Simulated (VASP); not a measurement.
Input of a VASP 6.6.1 run:

Contents of INCAR:

```
PREC = Accurate
ENCUT = 520
EDIFF = 1E-7
ISMEAR = 0
SIGMA = 0.01
LREAL = F
LASPH = T
NELM = 60
ALGO = Normal
ISIF = 2
LWAVE = F
LCHARG = F
GGA = PE
NBANDS = 18
```

Contents of KPOINTS:

```
Automatic mesh
0
Gamma
  6 6 4
```

POSCAR

```
LiCl
1.0
    4.1618736679      0.0000000000      0.0000000000
   -2.0809368340      3.6042883237      0.0000000000
    0.0000000000      0.0000000000      5.2325458659
Li Cl
2 2
Direct
    0.3333333333      0.6666666667      0.2500000000
    0.6666666667      0.3333333333      0.7500000000
    0.6666666667      0.3333333333      0.2500000000
    0.3333333333      0.6666666667      0.7500000000
```

Potentials or basis: VASP PAW PBE potentials, release 64 (Li_sv, Cl).

Command:

```bash
$ cat potpaw_PBE.64/Li_sv/POTCAR potpaw_PBE.64/Cl/POTCAR > POTCAR
$ mpirun -np 1 vasp_std > vasp.out
```

(1) Estimate the band gap on the k mesh.

Results:

(1) 5.66 eV, direct.
